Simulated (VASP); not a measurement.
# TiSi2 in VASP: further runs

The runs below take TiSi2 through single point, with PBE, PBEsol.

All numbers are computed with VASP 6.6.1; they aren't measurements. Logs are shortened: lines on timing, memory, paths and dates and some standing lists are left out, and cuts for length are marked.

**1. The cell of the first run**

It takes space group Cmcm (No. 63, orthorhombic). The conventional cell has a = 3.599 Å, b = 13.784 Å, c = 3.635 Å, α = 90.00°, β = 90.00°, γ = 90.00°. Within 3.7 Å of Ti (site symmetry m2m) lie 10 Si at 2.63 to 2.86 Å and 6 Ti at 3.37 to 3.64 Å. Si (site symmetry m2m) has 8 Si at 2.56 to 3.21 Å and 4 Ti at 2.71 to 2.72 Å within 3.4 Å. Si (site symmetry m2m) has 6 Si at 2.43 to 3.21 Å and 6 Ti at 2.63 to 2.86 Å within 3.3 Å.

**2. Single point, PBE**

The input, INCAR:

```
PREC = Accurate
ENCUT = 520
EDIFF = 1E-7
ISMEAR = -1
SIGMA = 0.05
LREAL = F
LASPH = T
NELM = 80
ALGO = Normal
ISIF = 2
LWAVE = F
LCHARG = F
GGA = PE
NBANDS = 29
```

The input, KPOINTS:

```
regular mesh
0
Gamma
  8 8 8
```

The input, POSCAR:

```
TiSi2
1.0
    1.7997237164     -6.8918501234      0.0000000000
    1.7997237164      6.8918501234      0.0000000000
    0.0000000000      0.0000000000      3.6350970940
Ti Si
2 4
Direct
    0.1031180800      0.8968819200      0.2500000000
    0.8968819200      0.1031180800      0.7500000000
    0.7503148200      0.2496851800      0.2500000000
    0.2496851800      0.7503148200      0.7500000000
    0.4417485500      0.5582514500      0.2500000000
    0.5582514500      0.4417485500      0.7500000000
```

Potentials or basis: VASP PAW PBE potentials, release 64 (Ti_sv, Si).

The run is started by

```
cat potpaw_PBE.64/Ti_sv/POTCAR potpaw_PBE.64/Si/POTCAR > POTCAR
mpirun -np 1 vasp_std > vasp.out
```

OUTCAR:

```text
PREC = Accurate
   ENCUT = 520
   EDIFF = 1E-7
   ISMEAR = -1
   LREAL = F
   LASPH = T
   NELM = 80
   ISIF = 2
   GGA = PE

 ion  position               nearest neighbor table
   1  0.103  0.897  0.250-   6 2.63   6 2.63   6 2.63   6 2.63   3 2.71   3 2.71   4 2.72   4 2.72
                             5 2.86   5 2.86
   2  0.897  0.103  0.750-   5 2.63   5 2.63   5 2.63   5 2.63   4 2.71   4 2.71   3 2.72   3 2.72
                             6 2.86   6 2.86
   3  0.750  0.250  0.250-   4 2.56   4 2.56   4 2.56   4 2.56   1 2.71   1 2.71   2 2.72   2 2.72

   4  0.250  0.750  0.750-   3 2.56   3 2.56   3 2.56   3 2.56   2 2.71   2 2.71   1 2.72   1 2.72

   5  0.442  0.558  0.250-   6 2.43   6 2.43   2 2.63   2 2.63   2 2.63   2 2.63   1 2.86   1 2.86

   6  0.558  0.442  0.750-   5 2.43   5 2.43   1 2.63   1 2.63   1 2.63   1 2.63   2 2.86   2 2.86

  LATTYP: Found a base centered orthorhombic cell.
 ALAT       =     3.5994474328
 B/A-ratio  =     3.8293934011
 C/A-ratio  =     1.0099042039

  Lattice vectors:

 A1 = (   1.7997237164,  -6.8918501234,   0.0000000000)
 A2 = (   1.7997237164,   6.8918501234,   0.0000000000)
 A3 = (   0.0000000000,   0.0000000000,   3.6350970940)

Analysis of symmetry for initial positions (statically):
=====================================================================
 Subroutine PRICEL returns:
 Original cell was already a primitive cell.

 Routine SETGRP: Setting up the symmetry group for a
 base centered orthorhombic supercell.

 Subroutine GETGRP returns: Found  8 space group operations
 (whereof  4 operations were pure point group operations)
 out of a pool of  8 trial point group operations.

The static configuration has the point symmetry C_2h.
 The point group associated with its full space group is D_2h.

Analysis of symmetry for dynamics (positions and initial velocities):
=====================================================================
 Subroutine PRICEL returns:
 Original cell was already a primitive cell.

 Routine SETGRP: Setting up the symmetry group for a
 base centered orthorhombic supercell.

 Subroutine GETGRP returns: Found  8 space group operations
 (whereof  4 operations were pure point group operations)
 out of a pool of  8 trial point group operations.

The dynamic configuration has the point symmetry C_2h.
 The point group associated with its full space group is D_2h.

 Subroutine INISYM returns: Found  8 space group operations
 (whereof  4 operations are pure point group operations),
 and found     1 'primitive' translations

----------------------------------------------------------------------------------------

                                     Primitive cell

  volume of cell :      90.1753

  direct lattice vectors                    reciprocal lattice vectors
     1.799723716 -6.891850123  0.000000000     0.277820421 -0.072549459  0.000000000
     1.799723716  6.891850123  0.000000000     0.277820421  0.072549459  0.000000000
     0.000000000  0.000000000  3.635097094     0.000000000  0.000000000  0.275095816

  length of vectors
     7.122963118  7.122963118  3.635097094     0.287136919  0.287136919  0.275095816

  position of ions in fractional coordinates (direct lattice)
     0.103118080  0.896881920  0.250000000
     0.896881920  0.103118080  0.750000000
     0.750314820  0.249685180  0.250000000
     0.249685180  0.750314820  0.750000000
     0.441748550  0.558251450  0.250000000
     0.558251450  0.441748550  0.750000000

  ion indices of the primitive-cell ions
   primitive index   ion index
                 1           1
                 2           2
                 3           3
                 4           4
                 5           5
                 6           6

----------------------------------------------------------------------------------------

 KPOINTS: regular mesh

Automatic generation of k-mesh.
 Grid dimensions read from file:
 generate k-points for:    8    8    8

 Generating k-lattice:

  Cartesian coordinates                     Fractional coordinates (reciprocal lattice)
     0.034727553 -0.009068682  0.000000000     0.125000000 -0.000000000  0.000000000
     0.034727553  0.009068682  0.000000000    -0.000000000  0.125000000  0.000000000
     0.000000000  0.000000000  0.034386977     0.000000000  0.000000000  0.125000000

  Length of vectors
     0.035892115  0.035892115  0.034386977

  Shift w.r.t. Gamma in fractional coordinates (k-lattice)
     0.000000000  0.000000000  0.000000000

 Subroutine IBZKPT returns following result:
 ===========================================

 Found    105 irreducible k-points:

 Following reciprocal coordinates:
            Coordinates               Weight
  0.000000  0.000000  0.000000      1.000000
  0.125000  0.000000  0.000000      4.000000
  0.250000  0.000000  0.000000      4.000000
  0.375000  0.000000  0.000000      4.000000
  0.500000  0.000000  0.000000      2.000000
  0.125000  0.125000  0.000000      2.000000
[... 16 lines left out ...]
  0.125000  0.000000  0.125000      8.000000
  0.250000  0.000000  0.125000      8.000000
 [... further k-points ...]
   k-points           NKPTS =    105   k-points in BZ     NKDIM =    105   number of bands    NBANDS=     29
   number of dos      NEDOS =    301   number of ions     NIONS =      6
   total plane-waves  NPLWV =  81648
   dimension x,y,z NGX =    54 NGY =   54 NGZ =   28
   dimension x,y,z NGXF=   108 NGYF=  108 NGZF=   56
   ions per type =               2   4
   NGX,Y,Z   is equivalent  to a cutoff of  12.60, 12.60, 12.81 a.u.
   NGXF,Y,Z  is equivalent  to a cutoff of  25.21, 25.21, 25.61 a.u.
 SYSTEM =  unknown system
   PREC   = accura    normal or accurate (medium, high low for compatibility)
   ISTART =      0    job   : 0-new  1-cont  2-samecut
   ICHARG =      2    charge: 1-file 2-atom 10-const
   ISPIN  =      1    spin polarized calculation?
   LNONCOLLINEAR =      F non collinear calculations
   LSORBIT =      F    spin-orbit coupling
   LASPH  =      T    aspherical Exc in radial PAW
   ENCUT  =  520.0 eV  38.22 Ry    6.18 a.u.  13.24 13.24  6.76*2*pi/ulx,y,z
   NELM   =     80;   NELMIN=  2; NELMDL= -5     # of ELM steps
   EDIFF  = 0.1E-06   stopping-criterion for ELM
   LREAL  =      F    real-space projection
   EDIFFG = 0.1E-05   stopping-criterion for IOM
   NSW    =      0    number of steps for IOM
   IBRION =     -1    ionic relax: 0-MD 1-quasi-New 2-CG
   NFREE  =      0    steps in history (QN), initial steepest desc. (CG)
   ISIF   =      2    stress and relaxation
   ISYM   =      2    0-nonsym 1-usesym 2-fastsym
   POTIM  = 0.5000    time-step for ionic-motion
   TEBEG  =    0.0;   TEEND  =   0.0 temperature during run
   PSTRESS=    0.0 pullay stress
   NELECT =      40.0000    total number of electrons
   NUPDOWN=      -1.0000    fix difference up-down
   EMIN   =  10.00;   EMAX   =-10.00  energy-range for DOS
   EFERMI =   0.00;   METHOD = LEGACY
   ISMEAR =    -1;   SIGMA  =   0.05  broadening in eV -4-tet -1-fermi 0-gaus
   EFERMI_NEDOS =   21; number of points for ismear=-14 and -15
   IALGO  =     38    algorithm
   IMIX   =      4    mixing-type and parameters
     AMIX     =   0.40;   BMIX     =  1.00
     AMIX_MAG =   1.60;   BMIX_MAG =  1.00
  volume/ion in A,a.u.               =      15.03       101.42
  Fermi-wavevector in a.u.,A,eV,Ry     =   1.248530  2.359379 21.209127  1.558827
  Thomas-Fermi vector in A             =   2.382612
   LORBIT       =      0    0 simple, 1 ext, 2 COOP (PROOUT), +10 PAW based schemes
   GGA     = PE    functional components
   LHFCALC =     F    Hartree Fock is set to
   AEXX    =    0.0000 exact exchange contribution
   IVDW    =     0    specifies the selected vdW correction
   LEPSILON=     F    determine dielectric tensor
   LRPA    =     F    only Hartree local field effects (RPA)
 non-spin polarized calculation
  energy-cutoff  :      520.00
  volume of cell :       90.18
 maximum number of plane-waves:      2446
 NGX is ok and might be reduce to    54
   NGX = 27   NGY = 27   NGZ = 13

 number of electron      40.0000000 magnetization

 Free energy of the ion-electron system (eV)
  ---------------------------------------------------
  ext. energy  EPLUGINS =         0.00000000
  ---------------------------------------------------
  free energy    TOTEN  =       -40.68187842 eV

  energy without entropy =      -40.66896674  energy(sigma->0) =      -40.67542258

 E-fermi :   9.8352     XC(G=0): -11.3832

 val. band max:        9.8327490825   @ k =   0.3750   0.2500   0.1250
 cond. band min:       9.8446334932   @ k =   0.5000   0.2500   0.0000
 fundamental gap:      0.0118844107
 Fermi energy:         9.8351797414

 k-point     1 :       0.0000    0.0000    0.0000
  band No.  band energies     occupation
      1     -47.1508      2.00000
      2     -47.1438      2.00000
      3     -23.4733      2.00000
      4     -23.4484      2.00000
      5     -23.4384      2.00000
      6     -23.4351      2.00000
[... 21 lines left out ...]
     28      12.5554      0.00000
     29      12.7121      0.00000

 k-point     2 :       0.1250    0.0000    0.0000
  band No.  band energies     occupation
      1     -47.1504      2.00000
      2     -47.1434      2.00000
      3     -23.4718      2.00000
      4     -23.4569      2.00000
      5     -23.4462      2.00000
      6     -23.4342      2.00000
[... 21 lines left out ...]
     28      12.6467      0.00000
     29      12.7306      0.00000

 k-point     3 :       0.2500    0.0000    0.0000
  band No.  band energies     occupation
      1     -47.1492      2.00000
      2     -47.1424      2.00000
      3     -23.4778      2.00000
      4     -23.4682      2.00000
      5     -23.4649      2.00000
      6     -23.4323      2.00000
[... 638 lines left out ...]
      5     -23.4459      2.00000
      6     -23.4427      2.00000
[... 21 lines left out ...]
     28      12.9132      0.00000
     29      12.9769      0.00000

 k-point    24 :       0.2500    0.0000    0.1250
  band No.  band energies     occupation
      1     -47.1486      2.00000
      2     -47.1422      2.00000
      3     -23.4764      2.00000
      4     -23.4666      2.00000
      5     -23.4645      2.00000
      6     -23.4406      2.00000
[... 21 lines left out ...]
     28      12.9532      0.00000
     29      13.2780      0.00000

 [... further k-points ...]

------------------------ aborting loop because EDIFF is reached ----------------------------------------

  FORCE on cell =-STRESS in cart. coord.  units (eV):
  Direction    XX          YY          ZZ          XY          YZ          ZX
  --------------------------------------------------------------------------------------
  -------------------------------------------------------------------------------------
  Total       -3.2147945     -2.7676115     -3.6154598      0.0000000      0.0000000      0.0000000
  in kB      -57.1184125    -49.1731496    -64.2371762      0.0000000      0.0000000      0.0000000
  external PRESSURE =     -56.8429128 kB  Pullay stress =       0.0000000 kB

 VOLUME and BASIS-vectors are now :
 -----------------------------------------------------------------------------
  energy-cutoff  :      520.00
  volume of cell :       90.18
      direct lattice vectors                 reciprocal lattice vectors
     1.799723716 -6.891850123  0.000000000     0.277820421 -0.072549459  0.000000000
     1.799723716  6.891850123  0.000000000     0.277820421  0.072549459  0.000000000
     0.000000000  0.000000000  3.635097094     0.000000000  0.000000000  0.275095816

 POSITION                                       TOTAL-FORCE (eV/Angst)
 -----------------------------------------------------------------------------------
      1.79972      5.47050      0.90877         0.000000     -0.138712     -0.000000
      1.79972     -5.47050      2.72632         0.000000      0.138712     -0.000000
      1.79972     -3.45026      0.90877         0.000000      0.000746      0.000000
      1.79972      3.45026      2.72632         0.000000     -0.000746      0.000000
      1.79972      0.80292      0.90877         0.000000      0.003202      0.000000
      1.79972     -0.80292      2.72632         0.000000     -0.003202     -0.000000
 -----------------------------------------------------------------------------------
    total drift:                                0.000000      0.000000      0.000000

  FREE ENERGIE OF THE ION-ELECTRON SYSTEM (eV)
  ---------------------------------------------------
  free  energy   TOTEN  =       -40.6818784206 eV

  energy  without entropy=      -40.6689667399  energy(sigma->0) =      -40.67542258
```

It took 15 min on 1 thread of AMD EPYC, shared host; peak memory 0.38 GiB.

What came out:

| Item | Value |
| --- | --- |
| Free energy | -40.6819 eV |
| Pressure | -5.7 GPa |
| Largest force | 0.139 eV/Å |
| Band gap on the k mesh | zero (bands 20 and 21 overlap by 0.94 eV) |

Forces on the atoms (eV/Å):
```
Ti   0.000 -0.139  0.000
Ti   0.000  0.139  0.000
Si   0.000  0.001  0.000
Si   0.000 -0.001  0.000
Si   0.000  0.003  0.000
Si   0.000 -0.003  0.000
```

Stress tensor (GPa, compression positive):
```
-5.71  0.00  0.00
 0.00 -4.92  0.00
 0.00  0.00 -6.42
```

Caveat: the cell stands under tension.

(Continued in part 2 of 3.)
